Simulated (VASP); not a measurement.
# Mg (P6_3/mmc) in VASP: further runs

Runs on Mg. Level: BLYP. Tasks: single point.

Program: VASP 6.6.1. These are calculated values, not measurements. Logs are shortened: lines on timing, memory, paths and dates and some standing lists are left out, and cuts for length are marked.

## 1. The cell of the first run

Symmetry: P6_3/mmc, No. 194, hexagonal system. The conventional cell has a = 3.219 Å, b = 3.219 Å, c = 10.485 Å, α = 90.00°, β = 90.00°, γ = 120.00°. Mg (site symmetry -3m) has 12 Mg at 3.21 to 3.22 Å within 4.2 Å. Within 4.2 Å of Mg (site symmetry -6m2) lie 12 Mg at 3.21 to 3.22 Å.

## 2. Single point, BLYP

INCAR reads:

```
PREC = Accurate
ENCUT = 520
EDIFF = 1E-7
ISMEAR = -1
SIGMA = 0.1
LREAL = False
LASPH = True
NELM = 100
ALGO = Normal
ISIF = 2
LWAVE = False
LCHARG = True
GGA = B5
ALDAX = 1.0
AGGAX = 1.0
AGGAC = 1.0
ALDAC = 0.0
LELF = True
LVHAR = True
NBANDS = 12
```

KPOINTS reads:

```
regular mesh
0
Gamma
  11 11 3
```

POSCAR reads:

```
Mg
1.0
    3.2193196963      0.0000000000      0.0000000000
   -1.6096598481      2.7880126399      0.0000000000
    0.0000000000      0.0000000000     10.4845331084
Mg
4
Direct
    1.0000000000      1.0000000000      0.0000000000
    1.0000000000      1.0000000000      0.5000000000
    0.3333333333      0.6666666667      0.2500000000
    0.6666666667      0.3333333333      0.7500000000
```

Potentials or basis: VASP PAW PBE potentials, release 64 (Mg).

The run is started by

```sh
cat potpaw_PBE.64/Mg/POTCAR > POTCAR
mpirun -np 1 vasp_std > vasp.out
```

OUTCAR:

```text
PREC = Accurate
   ENCUT = 520
   EDIFF = 1E-7
   ISMEAR = -1
   LREAL = False
   LASPH = True
   NELM = 100
   ISIF = 2
   GGA = B5

 ion  position               nearest neighbor table
   1  0.000  0.000  0.000-   3 3.21   4 3.21   3 3.21   4 3.21   4 3.21   3 3.21
   2  0.000  0.000  0.500-   3 3.21   4 3.21   3 3.21   4 3.21   4 3.21   3 3.21
   3  0.333  0.667  0.250-   1 3.21   2 3.21   1 3.21   2 3.21   1 3.21   2 3.21
   4  0.667  0.333  0.750-   1 3.21   2 3.21   1 3.21   2 3.21   1 3.21   2 3.21

  LATTYP: Found a hexagonal cell.
 ALAT       =     3.2193196963
 C/A-ratio  =     3.2567542517

  Lattice vectors:

 A1 = (   3.2193196963,   0.0000000000,   0.0000000000)
 A2 = (  -1.6096598481,   2.7880126399,   0.0000000000)
 A3 = (   0.0000000000,   0.0000000000,  10.4845331084)

Analysis of symmetry for initial positions (statically):
=====================================================================
 Subroutine PRICEL returns:
 Original cell was already a primitive cell.

 Routine SETGRP: Setting up the symmetry group for a
 hexagonal supercell.

 Subroutine GETGRP returns: Found 24 space group operations
 (whereof 12 operations were pure point group operations)
 out of a pool of 24 trial point group operations.

The static configuration has the point symmetry D_3d.
 The point group associated with its full space group is D_6h.

Analysis of symmetry for dynamics (positions and initial velocities):
=====================================================================
 Subroutine PRICEL returns:
 Original cell was already a primitive cell.

 Routine SETGRP: Setting up the symmetry group for a
 hexagonal supercell.

 Subroutine GETGRP returns: Found 24 space group operations
 (whereof 12 operations were pure point group operations)
 out of a pool of 24 trial point group operations.

The dynamic configuration has the point symmetry D_3d.
 The point group associated with its full space group is D_6h.

 Subroutine INISYM returns: Found 24 space group operations
 (whereof 12 operations are pure point group operations),
 and found     1 'primitive' translations

----------------------------------------------------------------------------------------

                                     Primitive cell

  volume of cell :      94.1040

  direct lattice vectors                    reciprocal lattice vectors
     3.219319696  0.000000000  0.000000000     0.310624633  0.179339216  0.000000000
    -1.609659848  2.788012640  0.000000000     0.000000000  0.358678431  0.000000000
[... 103 lines left out ...]
   EFERMI =   0.00;   METHOD = LEGACY
   ISMEAR =    -1;   SIGMA  =   0.10  broadening in eV -4-tet -1-fermi 0-gaus
   EFERMI_NEDOS =   21; number of points for ismear=-14 and -15
   IALGO  =     38    algorithm
   IMIX   =      4    mixing-type and parameters
     AMIX     =   0.40;   BMIX     =  1.00
     AMIX_MAG =   1.60;   BMIX_MAG =  1.00
  volume/ion in A,a.u.               =      23.53       158.76
  Fermi-wavevector in a.u.,A,eV,Ry     =   0.719839  1.360299  7.050111  0.518169
  Thomas-Fermi vector in A             =   1.809138
   LORBIT       =      0    0 simple, 1 ext, 2 COOP (PROOUT), +10 PAW based schemes
   GGA     = B5    functional components
   LHFCALC =     F    Hartree Fock is set to
   AEXX    =    0.0000 exact exchange contribution
   IVDW    =     0    specifies the selected vdW correction
   LEPSILON=     F    determine dielectric tensor
   LRPA    =     F    only Hartree local field effects (RPA)
 non-spin polarized calculation
  energy-cutoff  :      520.00
  volume of cell :       94.10
 maximum number of plane-waves:      2560
 NGX is ok and might be reduce to    24
   NGX = 11   NGY = 11   NGZ = 39

 number of electron       8.0000000 magnetization

 Free energy of the ion-electron system (eV)
  ---------------------------------------------------
  ext. energy  EPLUGINS =         0.00000000
  ---------------------------------------------------
  free energy    TOTEN  =        -3.01229417 eV

  energy without entropy =       -2.96826164  energy(sigma->0) =       -2.99027791

 E-fermi :   2.9429     XC(G=0):  -7.9723

 val. band max:        2.9416455969   @ k =   0.3636   0.2727   0.0000
 cond. band min:       2.9727048917   @ k =   0.2727  -0.0000   0.0000
 fundamental gap:      0.0310592948
 Fermi energy:         2.9429196027

 k-point     1 :       0.0000    0.0000    0.0000
  band No.  band energies     occupation
      1      -3.8686      2.00000
      2      -2.5064      2.00000
      3      -2.5036      2.00000
      4       1.3670      2.00000
      5       1.6051      2.00000
      6       7.8406      0.00000
      7       7.8474      0.00000
      8      13.7377      0.00000
      9      13.7377      0.00000
     10      13.7628      0.00000
     11      13.7628      0.00000
     12      14.5239      0.00000
[... 331 lines left out ...]
 k-point    24 :       0.1818    0.0909    0.3333
  band No.  band energies     occupation
      1      -2.6012      2.00000
      2      -2.1504      2.00000
      3      -0.3677      2.00000
      4       0.9460      2.00000
      5       4.3720      0.00000
      6       6.3681      0.00000
      7       7.5759      0.00000
      8       7.9696      0.00000
      9       9.0942      0.00000
     10       9.2245      0.00000
     11       9.8958      0.00000
     12      10.7509      0.00000

 [... further k-points ...]

------------------------ aborting loop because EDIFF is reached ----------------------------------------

  FORCE on cell =-STRESS in cart. coord.  units (eV):
  Direction    XX          YY          ZZ          XY          YZ          ZX
  --------------------------------------------------------------------------------------
  -------------------------------------------------------------------------------------
  Total       -0.0231513     -0.0231513     -0.0268160     -0.0000000      0.0000000      0.0000000
  in kB       -0.3941646     -0.3941646     -0.4565591     -0.0000000      0.0000000      0.0000000
  external PRESSURE =      -0.4149628 kB  Pullay stress =       0.0000000 kB

 VOLUME and BASIS-vectors are now :
 -----------------------------------------------------------------------------
  energy-cutoff  :      520.00
  volume of cell :       94.10
      direct lattice vectors                 reciprocal lattice vectors
     3.219319696  0.000000000  0.000000000     0.310624633  0.179339216  0.000000000
    -1.609659848  2.788012640  0.000000000     0.000000000  0.358678431  0.000000000
     0.000000000  0.000000000 10.484533108     0.000000000  0.000000000  0.095378591

 POSITION                                       TOTAL-FORCE (eV/Angst)
 -----------------------------------------------------------------------------------
      0.00000      0.00000      0.00000         0.000000     -0.000000     -0.000000
      0.00000      0.00000      5.24227         0.000000     -0.000000     -0.000000
     -0.00000      1.85868      2.62113         0.000000     -0.000000     -0.000000
      1.60966      0.92934      7.86340        -0.000000      0.000000      0.000000
 -----------------------------------------------------------------------------------
    total drift:                               -0.000000      0.000000     -0.000000

  FREE ENERGIE OF THE ION-ELECTRON SYSTEM (eV)
  ---------------------------------------------------
  free  energy   TOTEN  =        -3.0122941702 eV

  energy  without entropy=       -2.9682616405  energy(sigma->0) =       -2.99027791
```

Run time: 25 s. Hardware: 1 thread of AMD EPYC 9R45 (Zen 5), shared host; peak memory 0.17 GiB.

Results:

* Free energy: -3.0123 eV
* Pressure: 0.0 GPa
* Band gap on the k mesh: zero (bands 4 and 5 overlap by 2.27 eV)

Caveat: the PAW data sets were made with another functional, which shifts forces and pressure a little.

## 3. Single point, BLYP (20.70 Å³/atom)

This run uses another cell than the first one, of 20.70 Å³/atom.

INCAR reads:

```
SYSTEM = Mg
PREC = Accurate
ENCUT = 520
EDIFF = 1E-6
ISMEAR = -1
SIGMA = 0.1
LREAL = .False.
LASPH = .True.
NELM = 60
ALGO = Normal
ISIF = 2
LWAVE = .False.
LCHARG = .False.
GGA = B5
ALDAX = 1.0
AGGAX = 1.0
AGGAC = 1.0
ALDAC = 0.0
NBANDS = 12
```

KPOINTS reads:

```
regular mesh
0
Gamma
  13 13 4
  0 0 0
```

POSCAR reads:

```
Mg
1.0
    3.0850224638      0.0000000000      0.0000000000
   -1.5425112319      2.6717078249      0.0000000000
    0.0000000000      0.0000000000     10.0471600256
Mg
4
Direct
    1.0000000000      1.0000000000      0.0000000000
    1.0000000000      1.0000000000      0.5000000000
    0.3333333333      0.6666666667      0.2500000000
    0.6666666667      0.3333333333      0.7500000000
```

Potentials or basis: VASP PAW PBE potentials, release 64 (Mg).

The run is started by

```sh
cat potpaw_PBE.64/Mg/POTCAR > POTCAR
mpirun -np 1 vasp_std > vasp.out
```

OUTCAR:

```text
SYSTEM = Mg
   PREC = Accurate
   ENCUT = 520
   EDIFF = 1E-6
   ISMEAR = -1
   LREAL = .False.
   LASPH = .True.
   NELM = 60
   ISIF = 2
   GGA = B5

 ion  position               nearest neighbor table
   1  0.000  0.000  0.000-   3 3.08   4 3.08   4 3.08   3 3.08   4 3.08   3 3.08
   2  0.000  0.000  0.500-   3 3.08   4 3.08   4 3.08   3 3.08   4 3.08   3 3.08
   3  0.333  0.667  0.250-   1 3.08   2 3.08   1 3.08   2 3.08   1 3.08   2 3.08
   4  0.667  0.333  0.750-   1 3.08   2 3.08   1 3.08   2 3.08   1 3.08   2 3.08

  LATTYP: Found a hexagonal cell.
 ALAT       =     3.0850224638
 C/A-ratio  =     3.2567542517
[... 560 lines left out ...]
  --------------------------------------------------------------------------------------
  -------------------------------------------------------------------------------------
  Total        2.7696460      2.7696460      2.6968669      0.0000000     -0.0000000      0.0000000
  in kB       53.5851238     53.5851238     52.1770447      0.0000000     -0.0000000      0.0000000
  external PRESSURE =      53.1157641 kB  Pullay stress =       0.0000000 kB

 VOLUME and BASIS-vectors are now :
 -----------------------------------------------------------------------------
  energy-cutoff  :      520.00
  volume of cell :       82.81
      direct lattice vectors                 reciprocal lattice vectors
     3.085022464  0.000000000  0.000000000     0.324146748  0.187146212  0.000000000
    -1.542511232  2.671707825  0.000000000     0.000000000  0.374292425  0.000000000
     0.000000000  0.000000000 10.047160026     0.000000000  0.000000000  0.099530613

 POSITION                                       TOTAL-FORCE (eV/Angst)
 -----------------------------------------------------------------------------------
      0.00000      0.00000      0.00000        -0.000000      0.000000      0.000000
      0.00000      0.00000      5.02358        -0.000000      0.000000      0.000000
     -0.00000      1.78114      2.51179        -0.000000     -0.000000      0.000000
      1.54251      0.89057      7.53537         0.000000      0.000000     -0.000000
 -----------------------------------------------------------------------------------
    total drift:                                0.000000     -0.000000      0.000000

  FREE ENERGIE OF THE ION-ELECTRON SYSTEM (eV)
  ---------------------------------------------------
  free  energy   TOTEN  =        -2.8121985246 eV

  energy  without entropy=       -2.7464801633  energy(sigma->0) =       -2.77933934
```

OSZICAR:

```text
N       E                     dE             d eps       ncg     rms          rms(c)
DAV:   1     0.693948398371E+01    0.69395E+01   -0.26783E+03  1512   0.483E+02
DAV:   2    -0.249616849113E+01   -0.94357E+01   -0.90031E+01  1960   0.570E+01
DAV:   3    -0.277949036114E+01   -0.28332E+00   -0.27944E+00  2044   0.738E+00
DAV:   4    -0.278107367001E+01   -0.15833E-02   -0.15829E-02  1820   0.606E-01
DAV:   5    -0.278108924293E+01   -0.15573E-04   -0.15573E-04  1964   0.643E-02    0.108E+00
DAV:   6    -0.279545582497E+01   -0.14367E-01   -0.88213E-03  1772   0.570E-01    0.715E-01
DAV:   7    -0.281209874630E+01   -0.16643E-01   -0.36963E-02  1616   0.122E+00    0.601E-02
DAV:   8    -0.281218785899E+01   -0.89113E-04   -0.42613E-04  1928   0.139E-01    0.110E-02
DAV:   9    -0.281219673556E+01   -0.88766E-05   -0.10574E-05  1792   0.219E-02    0.522E-03
DAV:  10    -0.281219842625E+01   -0.16907E-05   -0.37914E-06  1912   0.128E-02    0.912E-04
DAV:  11    -0.281219852463E+01   -0.98383E-07   -0.13232E-07   984   0.184E-03
   1 F= -.28121985E+01 E0= -.27793393E+01  d E =-.657184E-01
```

stdout:

```text
POSCAR found type information on POSCAR Mg
 POSCAR found :  1 types and       4 ions
 scaLAPACK will be used
 -----------------------------------------------------------------------------
|                                                                             |
|                                                                             |
|     You enforced a specific xc type in the INCAR file but a different       |
|     I HOPE YOU KNOW WHAT YOU ARE DOING!                                     |
|                                                                             |
 -----------------------------------------------------------------------------

 LDA part: xc-table for (Slater(with rela. corr.)+VWN5), standard interpolation
 POSCAR, INCAR and KPOINTS ok, starting setup
 FFT: planning ... GRIDC
 FFT: planning ... GRID_SOFT
 FFT: planning ... GRID
 WAVECAR not read
 entering main loop
```

It took 33 s on 1 thread of AMD EPYC 9R45 (Zen 5), shared host; peak memory 0.19 GiB.

What came out:

| Property | Result |
| --- | --- |
| Free energy | -2.8122 eV |
| Pressure | 5.3 GPa |
| Band gap on the k mesh | zero (bands 4 and 5 overlap by 2.53 eV) |

Caveat: the cell stands under pressure; the PAW data sets were made with another functional, which shifts forces and pressure a little.

## 4. Single point, BLYP (21.64 Å³/atom)

This run uses another cell than the first one, of 21.64 Å³/atom.

INCAR reads:

```
AGGAC = 1.0 ; AGGAX = 1.0
ALDAC = 0.0 ; ALDAX = 1.0
ALGO = Normal ; EDIFF = 1E-6
ENCUT = 520 ; GGA = B5
ISIF = 2 ; ISMEAR = -1
LASPH = T ; LCHARG = T
LELF = T ; LREAL = F
LVHAR = T ; LWAVE = F
NBANDS = 12 ; NELM = 60
PREC = Accurate ; SIGMA = 0.1
```

KPOINTS reads:

```
k-points
0
Gamma
  13 13 4
```

POSCAR reads:

```
Mg
1.0
    3.1310743646      0.0000000000      0.0000000000
   -1.5655371823      2.7115899409      0.0000000000
    0.0000000000      0.0000000000     10.1971397494
Mg
4
Direct
    1.0000000000      1.0000000000      0.0000000000
    1.0000000000      1.0000000000      0.5000000000
    0.3333333333      0.6666666667      0.2500000000
    0.6666666667      0.3333333333      0.7500000000
```

The run is started by

```sh
cat potpaw_PBE.64/Mg/POTCAR > POTCAR
mpirun -np 1 vasp_std > vasp.out
```

It took 34 s on 1 thread of AMD EPYC 9R45 (Zen 5), shared host; peak memory 0.19 GiB.

It converged, with:

```yaml
Free_energy: -2.9113 eV
Pressure: 3.2 GPa
Band_gap_on_the_k_mesh: zero (bands 4 and 5 overlap by 2.53 eV)
```

Levels at points of the mesh, in eV from the Fermi level:
| k point | band 2 | band 3 | band 4 | band 5 | band 6 | band 7 |
| --- | --- | --- | --- | --- | --- | --- |
| (0.00, 0.00, 0.00) | -5.79 | -5.79 | -1.78 | -1.38 | 5.09 | 5.10 |
| (0.00, 0.00, 0.50) | -6.87 | -4.02 | -4.02 | 1.48 | 1.48 | 9.18 |

Caveat: the cell stands under pressure; the PAW data sets were made with another functional, which shifts forces and pressure a little.

## 5. Single point, BLYP (22.58 Å³/atom)

This run uses another cell than the first one, of 22.58 Å³/atom.

INCAR reads:

```
SYSTEM = Mg
PREC = Accurate ; ENCUT = 520
EDIFF = 1E-6 ; ISMEAR = -1
SIGMA = 0.1 ; LREAL = .FALSE.
LASPH = .TRUE. ; NELM = 80
ALGO = Normal ; ISIF = 2
LWAVE = .FALSE. ; LCHARG = .TRUE.
GGA = B5 ; ALDAX = 1.0
AGGAX = 1.0 ; AGGAC = 1.0
ALDAC = 0.0 ; LELF = .TRUE.
LVHAR = .TRUE. ; NBANDS = 12
```

KPOINTS reads:

```
Automatic mesh
0
G
  13 13 4
  0 0 0
```

POSCAR reads:

```
Mg
1.0
    3.1758100425      0.0000000000      0.0000000000
   -1.5879050212      2.7503321744      0.0000000000
    0.0000000000      0.0000000000     10.3428328583
Mg
4
Direct
    1.0000000000      1.0000000000      0.0000000000
    1.0000000000      1.0000000000      0.5000000000
    0.3333333333      0.6666666667      0.2500000000
    0.6666666667      0.3333333333      0.7500000000
```

The run is started by

```sh
cat potpaw_PBE.64/Mg/POTCAR > POTCAR
mpirun -np 1 vasp_std > vasp.out
```

It took 35 s on 1 thread of AMD EPYC 9R45 (Zen 5), shared host; peak memory 0.19 GiB.

Results (log left out):

- Free energy: -2.9654 eV
- Pressure: 1.5 GPa
- Band gap on the k mesh: zero (bands 4 and 5 overlap by 2.52 eV)

Levels at points of the mesh, in eV from the Fermi level:
```
           k point  band 1  band 2  band 3  band 4  band 5  band 6  band 7  band 8
(0.00, 0.00, 0.00)   -7.04   -5.64   -5.64   -1.70   -1.38    4.97    4.97   11.02
(0.00, 0.00, 0.50)   -6.69   -6.69   -3.92   -3.92    1.44    1.44    8.96    8.96
```

Caveat: the PAW data sets were made with another functional, which shifts forces and pressure a little.

## 6. Summary

| cell | k mesh | gap on the mesh (eV) | pressure (GPa) |
| --- | --- | --- | --- |
| a = 3.219, b = 3.219, c = 10.485 Å, angles 90.0, 90.0, 120.0°, 4 atoms | 11 × 11 × 3 | none | 0.0 |
| a = 3.085, b = 3.085, c = 10.047 Å, angles 90.0, 90.0, 120.0°, 4 atoms | 13 × 13 × 4 | none | 5.3 |
| a = 3.131, b = 3.131, c = 10.197 Å, angles 90.0, 90.0, 120.0°, 4 atoms | 13 × 13 × 4 | none | 3.2 |
| a = 3.176, b = 3.176, c = 10.343 Å, angles 90.0, 90.0, 120.0°, 4 atoms | 13 × 13 × 4 | none | 1.5 |

Alike in all rows: task single point; level BLYP; potentials or basis VASP PAW PBE potentials, release 64 (Mg); no spin polarisation; cutoff (eV) 520; smearing fermi-dirac 0.1 eV.

Caveats: the PAW data sets were made with another functional, which shifts forces and pressure a little; the cell stands under pressure (at least some runs).

Absolute energies hang on the potentials; compare differences alone.
